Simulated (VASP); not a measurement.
Input of a VASP 6.6.1 run:

Contents of POSCAR:

```
SnSe
1.0
    4.2193393516      0.0000000000      0.0000000000
    0.0000000000      4.2193393516      0.0000000000
    0.0000000000      0.0000000000      5.9930255593
Sn Se
2 2
Direct
    0.5000000000      0.0000000000      0.2500915766
    0.0000000000      0.5000000000      0.7499084234
    0.5000000000      0.0000000000      0.7498972969
    0.0000000000      0.5000000000      0.2501027031
```

The input INCAR.step1:

```
  PREC = Accurate
  ENCUT = 520
  EDIFF = 1E-5
  ISMEAR = 0
  SIGMA = 0.01
  LREAL = F
  LASPH = T
  NELM = 100
  ALGO = Normal
  ISIF = 2
  LWAVE = T
  LCHARG = F
  NBANDS = 28
  GGA = PE
```

INCAR.step2

```
  PREC = Accurate
  ENCUT = 520
  EDIFF = 1E-6
  ISMEAR = 0
  SIGMA = 0.01
  LREAL = F
  LASPH = T
  NELM = 100
  ALGO = Normal
  ISIF = 2
  LWAVE = F
  LCHARG = F
  GGA = PE
  LHFCALC = T
  AEXX = 0.1
  HFSCREEN = 0.3
  PRECFOCK = Normal
  NBANDS = 28
  ISTART = 1
```

The input KPOINTS:

```
Automatic mesh
0
Gamma
  4 4 2
```

Potentials or basis: VASP PAW PBE potentials, release 64 (Sn_d, Se).

Launch:

```sh
$ cat potpaw_PBE.64/Sn_d/POTCAR potpaw_PBE.64/Se/POTCAR > POTCAR
$ cp INCAR.step1 INCAR
$ mpirun -np 1 vasp_std > vasp.out
$ cp INCAR.step2 INCAR
$ mpirun -np 1 vasp_std > vasp.out
```

Task: Estimate the pressure.

Result: 1.3 GPa.

Task: Predict the band gap on the k mesh.

Result: 0.64 eV.

Stress tensor (GPa, compression positive):
```
-0.84  0.00  0.00
 0.00 -0.84  0.00
 0.00  0.00  5.45
```

Caveat: the k points lie up to 0.52 Å⁻¹ apart; the PAW data sets were made with another functional, which shifts forces and pressure a little; spin-orbit coupling is left out, which moves the levels of the heavy elements. A k mesh can miss the band edges.
